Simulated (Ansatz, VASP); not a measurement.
# One calculation of B, two programs

The input INCAR:

```
SYSTEM = B
PREC = Accurate
ENCUT = 520
EDIFF = 1E-6
ISMEAR = -1
SIGMA = 0.1
LREAL = .FALSE.
LASPH = .TRUE.
NELM = 60
ALGO = Normal
ISIF = 2
LWAVE = .FALSE.
LCHARG = .TRUE.
GGA = PS
LELF = .TRUE.
LVHAR = .TRUE.
NBANDS = 10
```

KPOINTS

```
Automatic mesh
0
G
  23 23 5
  0 0 0
```

Contents of POSCAR:

```
B
1.0
    1.6629717756      0.0000000000      0.0000000000
   -0.8314858878      1.4401758035      0.0000000000
    0.0000000000      0.0000000000      6.9720444400
B
2
Direct
    0.3333333333      0.6666666667      0.2500000000
    0.6666666667      0.3333333333      0.7500000000
```

Input for Ansatz:

```yaml
crystal:
  lattice:
    - [1.6629717756, 0.0, 0.0]
    - [-0.8314858878, 1.4401758035, 0.0]
    - [0.0, 0.0, 6.97204444]
  atoms:
    - { symbol: B, position: [0.3333333333, 0.6666666667, 0.25] }
    - { symbol: B, position: [0.6666666667, 0.3333333333, 0.75] }
hamiltonian:
  xc: pbesol
  pseudopotentials:
    kind: paw
    azcp:
      B: "pseudopotentials/B.paw.azcp"
basis:
  ecutwfc: 420
  fft_grid_basis: typed
kpoints:
  mp_grid: { grid: [23, 23, 5], shift: [0, 0, 0] }
magnetization:
  spin_polarized: false
scf:
  occupations: { method: fermi_dirac, width: 0.1 }
  lower_state_search: "off"
output:
  stress: true
  write_density: true
  write_potential: true
  elf: true
  volumetric_format: npy
```

Alike in both runs: task single point; functional PBEsol; k mesh 23 × 23 × 5; occupations fermi-dirac, width 0.1 eV; no spin polarisation.

|  | VASP | Ansatz |
| --- | --- | --- |
| version | VASP 6.6.1 | Ansatz 0.2.0 |
| potentials or method | VASP PAW PBE potentials, release 64 (B), cutoff 520 eV | plane waves (420 eV) with PAW, scalar-relativistic |
| valence electrons in the cell | 6 | 6 |

```tsv
	VASP	Ansatz	Ansatz less VASP
pressure (GPa)	17.4	17.1	-0.27
traceless stress, the component that is largest in VASP (GPa)	-17.19	-16.81	+0.384
```

VASP's potentials were made for PBE, not for PBEsol, and Ansatz warns of the same on its side.
